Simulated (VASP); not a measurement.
# TiMo4 (R-3m) in VASP: single point with PBE

Aim: the single point of TiMo4 with PBE.

All numbers are computed with VASP 6.6.1; they aren't measurements. Logs are shortened: lines on timing, memory, paths and dates and some standing lists are left out, and cuts for length are marked.

## (1) The cell of the first run

It takes space group R-3m (No. 166, trigonal). Conventional cell: a = 4.458 Å, b = 4.458 Å, c = 13.736 Å, α = 90.00°, β = 90.00°, γ = 120.00°. Ti (site symmetry -3m) has 14 Mo at 2.74 to 3.13 Å within 3.6 Å. Mo (site symmetry 3m) has 10 Mo at 2.71 to 3.18 Å and 4 Ti at 2.80 to 3.13 Å within 3.6 Å. Within 3.6 Å of Mo (site symmetry 3m) lie 11 Mo at 2.70 to 3.19 Å and 3 Ti at 2.74 Å.

## (2) Single point, PBE

Input file POSCAR:

```
TiMo4
1.0
    2.2289587084      1.2868899103      4.5786672362
   -2.2289587084      1.2868899103      4.5786672362
    0.0000000000     -2.5737798206      4.5786672362
Ti Mo
1 4
Direct
    0.0000000000      0.0000000000      0.0000000000
    0.2038135822      0.2038135822      0.2038135822
    0.5983024299      0.5983024299      0.5983024299
    0.7961864178      0.7961864178      0.7961864178
    0.4016975701      0.4016975701      0.4016975701
```

Input file INCAR.step1:

```
PREC = Accurate
ENCUT = 400
EDIFF = 1E-6
ISMEAR = 0
SIGMA = 0.1
LREAL = F
LASPH = T
NELM = 120
ALGO = Normal
ISIF = 2
LWAVE = F
LCHARG = T
LMAXMIX = 4
GGA = PE
NBANDS = 42
GGA_COMPAT = F
NEDOS = 2001
LORBIT = 11
```

Input file KPOINTS.step1:

```
Automatic mesh
0
Gamma
  12 12 12
```

Input file INCAR.step2:

```
PREC = Accurate
ENCUT = 400
EDIFF = 1E-6
ISMEAR = -5
SIGMA = 0.1
LREAL = F
LASPH = T
NELM = 120
ALGO = Normal
ISIF = 2
LWAVE = F
LCHARG = F
LMAXMIX = 4
GGA = PE
LORBIT = 11
NEDOS = 1001
ICHARG = 11
GGA_COMPAT = F
```

Input file KPOINTS.step2:

```
Automatic mesh
0
Gamma
  18 18 18
```

Potentials or basis: VASP PAW PBE potentials, release 64 (Ti_sv, Mo_sv).

Launch:

```sh
$ cat potpaw_PBE.64/Ti_sv/POTCAR potpaw_PBE.64/Mo_sv/POTCAR > POTCAR
$ cp INCAR.step1 INCAR
$ cp KPOINTS.step1 KPOINTS
$ mpirun -np 1 vasp_std > vasp.out
$ cp INCAR.step2 INCAR
$ cp KPOINTS.step2 KPOINTS
$ mpirun -np 1 vasp_std > vasp.out
```

OUTCAR:

```text
PREC = Accurate
   ENCUT = 400
   EDIFF = 1E-6
   ISMEAR = -5
   LREAL = F
   LASPH = T
   NELM = 120
   ISIF = 2
   GGA = PE
   LORBIT = 11
   ICHARG = 11

 ion  position               nearest neighbor table
   1  0.000  0.000  0.000-   3 2.74   5 2.74   3 2.74   3 2.74   5 2.74   5 2.74   4 2.80   2 2.80
                             2 3.13   4 3.13   2 3.13   4 3.13   2 3.13   4 3.13
   2  0.204  0.204  0.204-   3 2.71   3 2.71   3 2.71   5 2.72   4 2.77   4 2.77   4 2.77   1 2.80
                             1 3.13   1 3.13   1 3.13   5 3.18   5 3.18   5 3.18
   3  0.598  0.598  0.598-   5 2.70   2 2.71   2 2.71   2 2.71   4 2.72   1 2.74   1 2.74   1 2.74
                             4 3.18   4 3.18   4 3.18   5 3.19   5 3.19   5 3.19
   4  0.796  0.796  0.796-   5 2.71   5 2.71   5 2.71   3 2.72   2 2.77   2 2.77   2 2.77   1 2.80
                             1 3.13   1 3.13   1 3.13   3 3.18   3 3.18   3 3.18
   5  0.402  0.402  0.402-   3 2.70   4 2.71   4 2.71   4 2.71   2 2.72   1 2.74   1 2.74   1 2.74
                             2 3.18   2 3.18   2 3.18   3 3.19   3 3.19   3 3.19

  LATTYP: Found a trigonal (rhomboedric) cell.
 ALAT       =     5.2524790552
 COS(alpha) =     0.6398317850

  Lattice vectors:

 A1 = (   2.2289587084,   1.2868899103,   4.5786672362)
 A2 = (  -2.2289587084,   1.2868899103,   4.5786672362)
 A3 = (   0.0000000000,  -2.5737798206,   4.5786672362)

Analysis of symmetry for initial positions (statically):
=====================================================================
 Subroutine PRICEL returns:
 Original cell was already a primitive cell.

 Routine SETGRP: Setting up the symmetry group for a
 trigonal (rhombohedral) supercell.

 Subroutine GETGRP returns: Found 12 space group operations
 (whereof 12 operations were pure point group operations)
 out of a pool of 12 trial point group operations.

The static configuration has the point symmetry D_3d.

Analysis of symmetry for dynamics (positions and initial velocities):
=====================================================================
 Subroutine PRICEL returns:
 Original cell was already a primitive cell.

 Routine SETGRP: Setting up the symmetry group for a
 trigonal (rhombohedral) supercell.

 Subroutine GETGRP returns: Found 12 space group operations
 (whereof 12 operations were pure point group operations)
 out of a pool of 12 trial point group operations.

The dynamic configuration has the point symmetry D_3d.

 Subroutine INISYM returns: Found 12 space group operations
 (whereof 12 operations are pure point group operations),
 and found     1 'primitive' translations

----------------------------------------------------------------------------------------

                                     Primitive cell

  volume of cell :      78.8014

  direct lattice vectors                    reciprocal lattice vectors
     2.228958708  1.286889910  4.578667236     0.224319992  0.129511208  0.072801389
    -2.228958708  1.286889910  4.578667236    -0.224319992  0.129511208  0.072801389
     0.000000000 -2.573779821  4.578667236     0.000000000 -0.259022416  0.072801389

  length of vectors
     5.252479055  5.252479055  5.252479055     0.269058830  0.269058830  0.269058830

  position of ions in fractional coordinates (direct lattice)
     0.000000000  0.000000000  0.000000000
     0.203813582  0.203813582  0.203813582
     0.598302430  0.598302430  0.598302430
     0.796186418  0.796186418  0.796186418
     0.401697570  0.401697570  0.401697570

  ion indices of the primitive-cell ions
   primitive index   ion index
                 1           1
                 2           2
                 3           3
                 4           4
                 5           5

----------------------------------------------------------------------------------------

 KPOINTS: Automatic mesh

Automatic generation of k-mesh.
 Grid dimensions read from file:
 generate k-points for:   18   18   18

 Generating k-lattice:

  Cartesian coordinates                     Fractional coordinates (reciprocal lattice)
     0.012462222  0.007195067  0.004044522     0.055555556  0.000000000  0.000000000
    -0.012462222  0.007195067  0.004044522     0.000000000  0.055555556  0.000000000
     0.000000000 -0.014390134  0.004044522     0.000000000  0.000000000  0.055555556

  Length of vectors
     0.014947713  0.014947713  0.014947713

  Shift w.r.t. Gamma in fractional coordinates (k-lattice)
     0.000000000  0.000000000  0.000000000

 TETIRR: Found   2916 inequivalent tetrahedra from    34992

 Subroutine IBZKPT returns following result:
 ===========================================

 Found    580 irreducible k-points:

 Following reciprocal coordinates:
            Coordinates               Weight
  0.000000  0.000000  0.000000      1.000000
  0.055556  0.000000  0.000000      6.000000
  0.111111  0.000000  0.000000      6.000000
  0.166667  0.000000  0.000000      6.000000
  0.222222  0.000000  0.000000      6.000000
  0.277778  0.000000  0.000000      6.000000
[... 16 lines left out ...]
 -0.277778  0.055556 -0.000000     12.000000
 -0.222222  0.055556  0.000000     12.000000
 [... further k-points ...]
   k-points           NKPTS =    580   k-points in BZ     NKDIM =    580   number of bands    NBANDS=     40
   number of dos      NEDOS =   1001   number of ions     NIONS =      5
   total plane-waves  NPLWV =  46656
   dimension x,y,z NGX =    36 NGY =   36 NGZ =   36
   dimension x,y,z NGXF=    72 NGYF=   72 NGZF=   72
   ions per type =               1   4
   NGX,Y,Z   is equivalent  to a cutoff of  11.39, 11.39, 11.39 a.u.
   NGXF,Y,Z  is equivalent  to a cutoff of  22.79, 22.79, 22.79 a.u.
 SYSTEM =  unknown system
   PREC   = accura    normal or accurate (medium, high low for compatibility)
   ISTART =      0    job   : 0-new  1-cont  2-samecut
   ICHARG =     11    charge: 1-file 2-atom 10-const
   ISPIN  =      1    spin polarized calculation?
   LNONCOLLINEAR =      F non collinear calculations
   LSORBIT =      F    spin-orbit coupling
   LASPH  =      T    aspherical Exc in radial PAW
   ENCUT  =  400.0 eV  29.40 Ry    5.42 a.u.   8.57  8.57  8.57*2*pi/ulx,y,z
   NELM   =    120;   NELMIN=  2; NELMDL=  0     # of ELM steps
   EDIFF  = 0.1E-05   stopping-criterion for ELM
   LREAL  =      F    real-space projection
   EDIFFG = 0.1E-04   stopping-criterion for IOM
   NSW    =      0    number of steps for IOM
   IBRION =     -1    ionic relax: 0-MD 1-quasi-New 2-CG
   NFREE  =      0    steps in history (QN), initial steepest desc. (CG)
   ISIF   =      2    stress and relaxation
   ISYM   =      2    0-nonsym 1-usesym 2-fastsym
   POTIM  = 0.5000    time-step for ionic-motion
   TEBEG  =    0.0;   TEEND  =   0.0 temperature during run
   PSTRESS=    0.0 pullay stress
   NELECT =      68.0000    total number of electrons
   NUPDOWN=      -1.0000    fix difference up-down
   EMIN   =  10.00;   EMAX   =-10.00  energy-range for DOS
   EFERMI =   0.00;   METHOD = LEGACY
   ISMEAR =    -5;   SIGMA  =   0.10  broadening in eV -4-tet -1-fermi 0-gaus
   EFERMI_NEDOS =   21; number of points for ismear=-14 and -15
   IALGO  =     38    algorithm
   IMIX   =      4    mixing-type and parameters
     AMIX     =   0.40;   BMIX     =  1.00
     AMIX_MAG =   1.60;   BMIX_MAG =  1.00
  volume/ion in A,a.u.               =      15.76       106.36
  Fermi-wavevector in a.u.,A,eV,Ry     =   1.558595  2.945317 33.051513  2.429218
  Thomas-Fermi vector in A             =   2.662076
   LORBIT       =     11    0 simple, 1 ext, 2 COOP (PROOUT), +10 PAW based schemes
   GGA     = PE    functional components
   LHFCALC =     F    Hartree Fock is set to
   AEXX    =    0.0000 exact exchange contribution
   IVDW    =     0    specifies the selected vdW correction
   LEPSILON=     F    determine dielectric tensor
   LRPA    =     F    only Hartree local field effects (RPA)
 non-spin polarized calculation
 Fermi weights with tetrahedron method with Bloechl corrections
  energy-cutoff  :      400.00
  volume of cell :       78.80
 maximum number of plane-waves:      1469

 number of electron      68.0000006 magnetization

 Free energy of the ion-electron system (eV)
  ---------------------------------------------------
  ext. energy  EPLUGINS =         0.00000000
  ---------------------------------------------------
  free energy    TOTEN  =       -52.24561536 eV

  energy without entropy =      -52.24561536  energy(sigma->0) =      -52.24561536

 E-fermi :  11.4845     XC(G=0): -13.0694

 val. band max:       11.5534918407   @ k =  -0.2778   0.2778   0.2778
 cond. band min:      11.4616769989   @ k =  -0.3889   0.2222   0.2222
 fundamental gap:     -0.0918148417
 Fermi energy:        11.4845368191

 k-point     1 :       0.0000    0.0000    0.0000
  band No.  band energies     occupation
      1     -49.3213      2.00000
      2     -49.1254      2.00000
      3     -48.9791      2.00000
      4     -48.9401      2.00000
      5     -44.9640      2.00000
      6     -23.6864      2.00000
[... 32 lines left out ...]
     39      14.1228      0.00000
     40      14.1240      0.00000

 k-point     2 :       0.0556    0.0000    0.0000
  band No.  band energies     occupation
      1     -49.3192      2.00000
      2     -49.1259      2.00000
      3     -48.9800      2.00000
      4     -48.9408      2.00000
      5     -44.9642      2.00000
      6     -23.6942      2.00000
[... 32 lines left out ...]
     39      14.0456      0.00000
     40      14.0727      0.00000

 k-point     3 :       0.1111    0.0000    0.0000
  band No.  band energies     occupation
      1     -49.3132      2.00000
      2     -49.1274      2.00000
      3     -48.9824      2.00000
      4     -48.9429      2.00000
      5     -44.9643      2.00000
      6     -23.7191      2.00000
[... 32 lines left out ...]
     39      13.7659      0.00000
     40      13.8149      0.00000

 k-point     4 :       0.1667    0.0000    0.0000
  band No.  band energies     occupation
      1     -49.3034      2.00000
      2     -49.1303      2.00000
      3     -48.9862      2.00000
      4     -48.9462      2.00000
      5     -44.9645      2.00000
      6     -23.7510      2.00000
[... 32 lines left out ...]
     39      13.4487      0.00000
     40      13.8047      0.00000
[... 772 lines left out ...]
     39      12.8186      0.00000
     40      13.7785      0.00000

 k-point    23 :      -0.2778    0.0556   -0.0000
  band No.  band energies     occupation
      1     -49.2661      2.00000
      2     -49.1444      2.00000
      3     -48.9991      2.00000
      4     -48.9568      2.00000
      5     -44.9657      2.00000
      6     -23.8290      2.00000
[... 32 lines left out ...]
     39      12.7782      0.00000
     40      13.8173      0.00000

 k-point    24 :      -0.2222    0.0556    0.0000
  band No.  band energies     occupation
      1     -49.2827      2.00000
      2     -49.1368      2.00000
      3     -48.9939      2.00000
      4     -48.9529      2.00000
      5     -44.9652      2.00000
      6     -23.8021      2.00000
[... 32 lines left out ...]
     39      13.0334      0.00000
     40      13.8152      0.00000

 [... further k-points ...]

------------------------ aborting loop because EDIFF is reached ----------------------------------------

  FORCE on cell =-STRESS in cart. coord.  units (eV):
  Direction    XX          YY          ZZ          XY          YZ          ZX
  --------------------------------------------------------------------------------------
  -------------------------------------------------------------------------------------
  Total       -0.3626110     -0.3626110     -0.4000379      0.0000000     -0.0000000      0.0000000
  in kB       -7.3725520     -7.3725520     -8.1335095      0.0000000     -0.0000000      0.0000000
  external PRESSURE =      -7.6262045 kB  Pullay stress =       0.0000000 kB

 VOLUME and BASIS-vectors are now :
 -----------------------------------------------------------------------------
  energy-cutoff  :      400.00
  volume of cell :       78.80
      direct lattice vectors                 reciprocal lattice vectors
     2.228958708  1.286889910  4.578667236     0.224319992  0.129511208  0.072801389
    -2.228958708  1.286889910  4.578667236    -0.224319992  0.129511208  0.072801389
     0.000000000 -2.573779821  4.578667236     0.000000000 -0.259022416  0.072801389

 POSITION                                       TOTAL-FORCE (eV/Angst)
 -----------------------------------------------------------------------------------
      0.00000      0.00000      0.00000        -0.000000     -0.000000     -0.000000
      0.00000      0.00000      2.79958         0.000000      0.000000      0.010628
      0.00000      0.00000      8.21828         0.000000      0.000000     -0.013109
      0.00000      0.00000     10.93642         0.000000      0.000000     -0.010628
      0.00000      0.00000      5.51772         0.000000     -0.000000      0.013109
 -----------------------------------------------------------------------------------
    total drift:                               -0.000000     -0.000000      0.000000

  FREE ENERGIE OF THE ION-ELECTRON SYSTEM (eV)
  ---------------------------------------------------
  free  energy   TOTEN  =       -52.2456153641 eV

  energy  without entropy=      -52.2456153641  energy(sigma->0) =      -52.24561536

 total charge

# of ion       s       p       d       tot
------------------------------------------
    1        2.242   6.177   1.925  10.344
    2        2.385   6.192   3.903  12.480
    3        2.379   6.178   3.974  12.531
    4        2.385   6.192   3.903  12.480
    5        2.379   6.178   3.974  12.531
--------------------------------------------------
tot         11.771  30.917  17.678  60.366
```

Run time: 38 min. Hardware: 1 thread of Intel Xeon 8259CL, shared host; peak memory 0.98 GiB.

What came out:

```
Valence electrons inside the program's atomic spheres : Ti 10.34; Mo 12.48, 12.53 (each value once)
```

Caveat: tetrahedron occupations give inexact forces and stress in metals.
